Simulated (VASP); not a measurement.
Set up this calculation in VASP 6.6.1, as the native input.

```
Task                   : single point
Functional             : PBE
Potentials or basis    : VASP PAW PBE potentials, release 64 (Ga_d, N)
Cutoff                 : 520 eV
k mesh                 : 8 × 8 × 5
Occupations            : gaussian, width 0.01 eV
Spin                   : no spin polarisation
Dipole correction      : no
Further INCAR settings : ALGO = Normal; EDIFF = 1e-06; NBANDS = 26
```

The structure of GaN (gallium nitride) lies in POSCAR:

```
GaN
1.0
    3.2181986023      0.0000000000      0.0000000000
   -1.6090993012      2.7870417440      0.0000000000
    0.0000000000      0.0000000000      5.2428452642
Ga N
2 2
Direct
    0.3333333333      0.6666666667      0.0001493318
    0.6666666667      0.3333333333      0.5001493318
    0.3333333333      0.6666666667      0.3768506682
    0.6666666667      0.3333333333      0.8768506682
```

The input as run:

INCAR

```
PREC = Accurate
ENCUT = 520
EDIFF = 1E-6
ISMEAR = 0
SIGMA = 0.01
LREAL = F
LASPH = T
NELM = 100
ALGO = Normal
ISIF = 2
LWAVE = F
LCHARG = F
GGA = PE
NBANDS = 26
```

KPOINTS

```
regular mesh
0
Gamma
  8 8 5
```

Potentials or basis: VASP PAW PBE potentials, release 64 (Ga_d, N).

The run is started by

```console
$ cat potpaw_PBE.64/Ga_d/POTCAR potpaw_PBE.64/N/POTCAR > POTCAR
$ mpirun -np 1 vasp_std > vasp.out
```

It gave:

| Item | Value |
| --- | --- |
| Pressure | 0.2 GPa |
| Band gap on the k mesh | 1.72 eV, direct |

Run time: 12 s on 1 thread of Intel(R) Xeon(R) 6975P-C (Granite Rapids), with other jobs on the host, peak memory 0.17 GiB.
